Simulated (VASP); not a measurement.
BN, 2 atoms in the cell. Symmetry: I-4m2, No. 119, tetragonal system. Conventional cell: a = 2.633 Å, b = 2.633 Å, c = 3.615 Å, α = 90.00°, β = 90.00°, γ = 90.00°. B (site symmetry -4m2) has 4 N at 1.60 Å within 2.1 Å. Within 2.1 Å of N (site symmetry -4m2) lie 4 B at 1.60 Å.  This cell differs from its parent crystal: equal xx and yy strain of +3 %.

- Program: VASP 6.6.1
- Task: single point
- Functional: PBE
- Potentials or basis: VASP PAW PBE potentials, release 64 (B, N)
- Cutoff: 520 eV
- k mesh: 13 × 13 × 13
- Occupations: fermi-dirac, width 0.03 eV
- Spin: no spin polarisation
- Dipole correction: no
- Further INCAR settings: ALGO = Normal; EDIFF = 1e-07; NBANDS = 11

Potentials or basis: VASP PAW PBE potentials, release 64 (B, N).

The run is started by

```console
$ cat potpaw_PBE.64/B/POTCAR potpaw_PBE.64/N/POTCAR > POTCAR
$ mpirun -np 1 vasp_std > vasp.out
```

Hardware: 1 thread of AMD EPYC 7R13 (shared host).

Problem. How long does it take, and how much memory?

Solution. Wall time 35 s on 1 thread of AMD EPYC 7R13 (shared host), peak memory 0.11 GiB. Counts: scf iterations 13, k points 196.
